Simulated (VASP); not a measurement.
# MgSe (Fm-3m) in VASP: settings compared, part 2 of 2

VASP 6.6.1. The steps go on from the part before.

### Step 3. Single point, r2SCAN

POSCAR

```
MgSe
1.0
    0.0000000000      2.7362693767      2.7362693767
    2.7362693767      0.0000000000      2.7362693767
    2.7362693767      2.7362693767      0.0000000000
Mg Se
1 1
Direct
    0.0000000000      0.0000000000      0.0000000000
    0.5000000000      0.5000000000      0.5000000000
```

INCAR.step1

```
ALGO = Normal ; EDIFF = 1E-5
ENCUT = 660 ; GGA = PE
GGA_COMPAT = F ; ISMEAR = 0
LASPH = T ; LCHARG = F
LREAL = F ; LWAVE = T
NBANDS = 11 ; NELM = 120
PREC = Accurate ; SIGMA = 0.2
```

INCAR.step2

```
ALGO = Normal ; EDIFF = 1E-6
ENCUT = 660 ; GGA_COMPAT = F
ISIF = 2 ; ISMEAR = 0
ISTART = 1 ; LASPH = T
LCHARG = F ; LMIXTAU = T
LREAL = F ; LWAVE = F
METAGGA = R2SCAN ; NBANDS = 11
NELM = 120 ; PREC = Accurate
SIGMA = 0.2
```

KPOINTS

```
k-points
0
Gamma
  6 6 6
```

Potentials or basis: VASP PAW PBE potentials, release 64 (Mg, Se).

Started as:

```
> cat potpaw_PBE.64/Mg/POTCAR potpaw_PBE.64/Se/POTCAR > POTCAR
> cp INCAR.step1 INCAR
> mpirun -np 1 vasp_std > vasp.out
> cp INCAR.step2 INCAR
> mpirun -np 1 vasp_std > vasp.out
```

OUTCAR:

```text
EDIFF = 1E-6
   ENCUT = 660
   ISIF = 2
   ISMEAR = 0
   ISTART = 1
   LASPH = T
   LREAL = F
   METAGGA = R2SCAN
   NELM = 120
   PREC = Accurate

 ion  position               nearest neighbor table
   1  0.000  0.000  0.000-   2 2.74   2 2.74   2 2.74   2 2.74   2 2.74   2 2.74
   2  0.500  0.500  0.500-   1 2.74   1 2.74   1 2.74   1 2.74   1 2.74   1 2.74

  LATTYP: Found a face centered cubic cell.
 ALAT       =     5.4725387534

  Lattice vectors:

 A1 = (   0.0000000000,   2.7362693767,   2.7362693767)
 A2 = (   2.7362693767,   0.0000000000,   2.7362693767)
 A3 = (   2.7362693767,   2.7362693767,   0.0000000000)

Analysis of symmetry for initial positions (statically):
=====================================================================
 Subroutine PRICEL returns:
 Original cell was already a primitive cell.

 Routine SETGRP: Setting up the symmetry group for a
 face centered cubic supercell.

 Subroutine GETGRP returns: Found 48 space group operations
 (whereof 48 operations were pure point group operations)
 out of a pool of 48 trial point group operations.

The static configuration has the point symmetry O_h .

Analysis of symmetry for dynamics (positions and initial velocities):
=====================================================================
 Subroutine PRICEL returns:
 Original cell was already a primitive cell.

 Routine SETGRP: Setting up the symmetry group for a
 face centered cubic supercell.

 Subroutine GETGRP returns: Found 48 space group operations
 (whereof 48 operations were pure point group operations)
 out of a pool of 48 trial point group operations.

The dynamic configuration has the point symmetry O_h .

 Subroutine INISYM returns: Found 48 space group operations
 (whereof 48 operations are pure point group operations),
 and found     1 'primitive' translations

----------------------------------------------------------------------------------------

                                     Primitive cell
[... 108 lines left out ...]
   LHFCALC =     F    Hartree Fock is set to
   AEXX    =    0.0000 exact exchange contribution
   IVDW    =     0    specifies the selected vdW correction
   LEPSILON=     F    determine dielectric tensor
   LRPA    =     F    only Hartree local field effects (RPA)
 non-spin polarized calculation
 Gauss-broadening in eV      SIGMA  =   0.20
  energy-cutoff  :      660.00
  volume of cell :       40.97
 maximum number of plane-waves:      1591
   NGX = 17   NGY = 17   NGZ = 17

 number of electron       8.0000000 magnetization

 Free energy of the ion-electron system (eV)
  ---------------------------------------------------
  ext. energy  EPLUGINS =         0.00000000
  ---------------------------------------------------
  free energy    TOTEN  =       -21.37810057 eV

  energy without entropy =      -21.37810057  energy(sigma->0) =      -21.37810057

 E-fermi :   3.7555     XC(G=0):  -9.8041

 val. band max:        2.8720442235   @ k =   0.0000   0.0000   0.0000
 cond. band min:       5.3104895105   @ k =   0.5000   0.5000   0.0000
 fundamental gap:      2.4384452870
 Fermi energy:         3.7554994250

 k-point     1 :       0.0000    0.0000    0.0000
  band No.  band energies     occupation
      1     -10.4480      2.00000
      2       2.8720      2.00000
      3       2.8720      2.00000
      4       2.8720      2.00000
      5       6.2814      0.00000
      6      10.9004      0.00000
      7      10.9004      0.00000
      8      10.9004      0.00000
      9      13.4186      0.00000
     10      13.4186      0.00000
     11      14.8343      0.00000
[... 197 lines left out ...]
 k-point    16 :      -0.3333    0.5000    0.1667
  band No.  band energies     occupation
      1      -8.9615      2.00000
      2      -0.9476      2.00000
      3       0.2078      2.00000
      4       0.5375      2.00000
      5       7.0451      0.00000
      6       9.2919      0.00000
      7      11.7878      0.00000
      8      13.1175      0.00000
      9      16.4831      0.00000
     10      17.7810      0.00000
     11      18.3124      0.00000

------------------------ aborting loop because EDIFF is reached ----------------------------------------

  FORCE on cell =-STRESS in cart. coord.  units (eV):
  Direction    XX          YY          ZZ          XY          YZ          ZX
  --------------------------------------------------------------------------------------
  -------------------------------------------------------------------------------------
  Total       -0.0726496     -0.0726496     -0.0726496      0.0000000      0.0000000      0.0000000
  in kB       -2.8407765     -2.8407765     -2.8407765      0.0000000      0.0000000      0.0000000
  external PRESSURE =      -2.8407765 kB  Pullay stress =       0.0000000 kB

 VOLUME and BASIS-vectors are now :
 -----------------------------------------------------------------------------
  energy-cutoff  :      660.00
  volume of cell :       40.97
      direct lattice vectors                 reciprocal lattice vectors
     0.000000000  2.736269377  2.736269377    -0.182730547  0.182730547  0.182730547
     2.736269377  0.000000000  2.736269377     0.182730547 -0.182730547  0.182730547
     2.736269377  2.736269377  0.000000000     0.182730547  0.182730547 -0.182730547

 POSITION                                       TOTAL-FORCE (eV/Angst)
 -----------------------------------------------------------------------------------
      0.00000      0.00000      0.00000         0.000000     -0.000000     -0.000000
      2.73627      2.73627      2.73627        -0.000000      0.000000      0.000000
 -----------------------------------------------------------------------------------
    total drift:                               -0.000000     -0.000000      0.000000

  FREE ENERGIE OF THE ION-ELECTRON SYSTEM (eV)
  ---------------------------------------------------
  free  energy   TOTEN  =       -21.3781005659 eV

  energy  without entropy=      -21.3781005659  energy(sigma->0) =      -21.37810057
```

OUTCAR.step1:

```text
EDIFF = 1E-5
   ENCUT = 660
   GGA = PE
   ISMEAR = 0
   LASPH = T
[... 433 lines left out ...]
 -----------------------------------------------------------------------------------
      0.00000      0.00000      0.00000         0.000000      0.000000      0.000000
      2.73627      2.73627      2.73627        -0.000000     -0.000000     -0.000000
 -----------------------------------------------------------------------------------
    total drift:                               -0.000000     -0.000000      0.000000

  FREE ENERGIE OF THE ION-ELECTRON SYSTEM (eV)
  ---------------------------------------------------
  free  energy   TOTEN  =        -7.4832822218 eV

  energy  without entropy=       -7.4832822217  energy(sigma->0) =       -7.48328222
```

Run time: 31 s. Hardware: 1 thread of Intel Xeon Platinum 8375C at 2.90GHz (Ice Lake), shared host; peak memory 0.19 GiB.

What came out:

| Item | Value |
| --- | --- |
| Free energy | -21.3781 eV |
| Pressure | -0.3 GPa |
| Band gap on the k mesh | 2.44 eV (least direct gap 3.41 eV) |

Caveat: the PAW data sets were made with another functional, which shifts forces and pressure a little.

### Step 4. Single point, r2SCAN

POSCAR is that of step 3.

INCAR.step1

```
ALGO = Normal
EDIFF = 1E-5
ENCUT = 660
GGA = PE
GGA_COMPAT = F
ISMEAR = 0
LASPH = T
LCHARG = F
LREAL = F
LWAVE = T
NBANDS = 11
NELM = 120
PREC = Accurate
SIGMA = 0.001
```

INCAR.step2

```
ALGO = Normal
EDIFF = 1E-6
ENCUT = 660
GGA_COMPAT = F
ISIF = 2
ISMEAR = 0
ISTART = 1
LASPH = T
LCHARG = F
LMIXTAU = T
LREAL = F
LWAVE = F
METAGGA = R2SCAN
NBANDS = 11
NELM = 120
PREC = Accurate
SIGMA = 0.001
```

KPOINTS is that of step 3.

Started as:

```
> cat potpaw_PBE.64/Mg/POTCAR potpaw_PBE.64/Se/POTCAR > POTCAR
> cp INCAR.step1 INCAR
> mpirun -np 1 vasp_std > vasp.out
> cp INCAR.step2 INCAR
> mpirun -np 1 vasp_std > vasp.out
```

It took 31 s on 1 thread of Intel Xeon Platinum 8375C at 2.90GHz (Ice Lake), shared host; peak memory 0.19 GiB.

It converged, with:

| Property | Result |
| --- | --- |
| Free energy | -21.3781 eV |
| Pressure | -0.3 GPa |
| Band gap on the k mesh | 2.44 eV (least direct gap 3.41 eV) |

Levels at points of the mesh, in eV from the valence-band top:
```tsv
k point	band 2	band 3	band 4	band 5	band 6	band 7
(0.00, 0.00, 0.00)	0.00	0.00	0.00	3.41	8.03	8.03
(0.50, 0.00, 0.00)	-4.91	-0.60	-0.60	4.51	6.70	6.70
(0.50, 0.50, 0.00)	-4.26	-1.79	-1.79	2.44	4.56	12.74
```

Caveat: the PAW data sets were made with another functional, which shifts forces and pressure a little. A k mesh can miss the band edges.

### Step 5. Single point, r2SCAN+D4

POSCAR is that of step 4.

INCAR.step1

```
SYSTEM = MgSe
  PREC = Accurate
  ENCUT = 660
  ISMEAR = 0
  SIGMA = 0.01
  LREAL = .False.
  LASPH = .True.
  NELM = 120
  NBANDS = 11
  GGA = PE
  ALGO = Normal
  EDIFF = 1E-5
  LWAVE = .True.
  LCHARG = .False.
  GGA_COMPAT = .False.
```

INCAR.step2

```
SYSTEM = MgSe
  PREC = Accurate
  ENCUT = 660
  EDIFF = 1E-6
  ISMEAR = 0
  SIGMA = 0.01
  LREAL = .False.
  LASPH = .True.
  NELM = 120
  ALGO = Normal
  ISIF = 2
  LWAVE = .False.
  LCHARG = .False.
  METAGGA = R2SCAN
  LMIXTAU = .True.
  IVDW = 13
  VDW_S6 = 1.0
  VDW_S8 = 0.6018749
  VDW_A1 = 0.51559235
  VDW_A2 = 5.77342911
  NBANDS = 11
  ISTART = 1
  GGA_COMPAT = .False.
```

KPOINTS

```
Automatic mesh
0
Gamma
  6 6 6
  0 0 0
```

Started as:

```
> cat potpaw_PBE.64/Mg/POTCAR potpaw_PBE.64/Se/POTCAR > POTCAR
> cp INCAR.step1 INCAR
> mpirun -np 1 vasp_std > vasp.out
> cp INCAR.step2 INCAR
> mpirun -np 1 vasp_std > vasp.out
```

Wall time 33 s (1 thread of Intel Xeon Platinum 8375C at 2.90GHz (Ice Lake), shared host); peak memory 0.19 GiB.

It converged, with:

```yaml
Free_energy: -21.5913 eV
Pressure: -1.1 GPa
Band_gap_on_the_k_mesh: 2.44 eV (least direct gap 3.41 eV)
Dispersion_energy_per_atom: -0.107 eV
```

Levels at points of the mesh, in eV from the valence-band top:
| k point | band 2 | band 3 | band 4 | band 5 | band 6 | band 7 |
| --- | --- | --- | --- | --- | --- | --- |
| (0.00, 0.00, 0.00) | 0.00 | 0.00 | 0.00 | 3.41 | 8.03 | 8.03 |
| (0.50, 0.00, 0.00) | -4.91 | -0.60 | -0.60 | 4.51 | 6.70 | 6.70 |
| (0.50, 0.50, 0.00) | -4.26 | -1.79 | -1.79 | 2.44 | 4.56 | 12.74 |

Caveat: the PAW data sets were made with another functional, which shifts forces and pressure a little. A k mesh can miss the band edges.

### Step 6. Single point, r2SCAN

POSCAR is that of step 5.

INCAR.step1

```
ALGO = Normal
EDIFF = 1E-5
ENCUT = 660
GGA = PE
GGA_COMPAT = F
ISMEAR = 0
LASPH = T
LCHARG = F
LREAL = F
LWAVE = T
NBANDS = 11
NELM = 120
PREC = Accurate
SIGMA = 0.01
```

INCAR.step2

```
ALGO = Normal
EDIFF = 1E-6
ENCUT = 660
GGA_COMPAT = F
ISIF = 2
ISMEAR = 0
ISTART = 1
LASPH = T
LCHARG = F
LMIXTAU = T
LREAL = F
LWAVE = F
METAGGA = R2SCAN
NBANDS = 11
NELM = 120
PREC = Accurate
SIGMA = 0.01
```

KPOINTS

```
k-points
0
Gamma
  6 6 6
```

Potentials or basis: VASP PAW PBE potentials, release 64 (Mg, Se).

Started as:

```
> cat potpaw_PBE.64/Mg/POTCAR potpaw_PBE.64/Se/POTCAR > POTCAR
> cp INCAR.step1 INCAR
> mpirun -np 1 vasp_std > vasp.out
> cp INCAR.step2 INCAR
> mpirun -np 1 vasp_std > vasp.out
```

Wall time 32 s (1 thread of Intel Xeon Platinum 8375C at 2.90GHz (Ice Lake), shared host); peak memory 0.18 GiB.

It converged, with:

* Free energy: -21.3781 eV
* Pressure: -0.3 GPa
* Band gap on the k mesh: 2.44 eV (least direct gap 3.41 eV)

Levels at points of the mesh, in eV from the valence-band top:
| k point | band 1 | band 2 | band 3 | band 4 | band 5 | band 6 | band 7 | band 8 |
| --- | --- | --- | --- | --- | --- | --- | --- | --- |
| (0.00, 0.00, 0.00) | -13.32 | 0.00 | 0.00 | 0.00 | 3.41 | 8.03 | 8.03 | 8.03 |
| (0.50, 0.00, 0.00) | -12.19 | -4.91 | -0.60 | -0.60 | 4.51 | 6.70 | 6.70 | 9.57 |
| (0.50, 0.50, 0.00) | -11.86 | -4.26 | -1.79 | -1.79 | 2.44 | 4.56 | 12.74 | 13.18 |

Caveat: the PAW data sets were made with another functional, which shifts forces and pressure a little. A k mesh can miss the band edges.

### Step 7. The runs side by side

```csv
level,potentials or basis,k mesh,cutoff (eV),smearing,gap on the mesh (eV),pressure (GPa)
LDA,"VASP PAW LDA potentials, release 64 (Mg, Se)",4 × 4 × 4,600,gaussian 0.01 eV,1.59,-2.7
r2SCAN,"VASP PAW PBE potentials, release 64 (Mg, Se)",6 × 6 × 6,660,gaussian 0.2 eV,2.44,-0.3
r2SCAN,"VASP PAW PBE potentials, release 64 (Mg, Se)",6 × 6 × 6,660,gaussian 0.001 eV,2.44,-0.3
r2SCAN+D4,"VASP PAW PBE potentials, release 64 (Mg, Se)",6 × 6 × 6,660,gaussian 0.01 eV,2.44,-1.1
r2SCAN,"VASP PAW PBE potentials, release 64 (Mg, Se)",6 × 6 × 6,660,gaussian 0.01 eV,2.44,-0.3
```

Alike in all rows: task single point; no spin polarisation; cell as given.

Caveats: some runs use coarse meshes; the PAW data sets were made with another functional, which shifts forces and pressure a little (at least some runs).

Absolute energies hang on the potentials; compare differences alone.
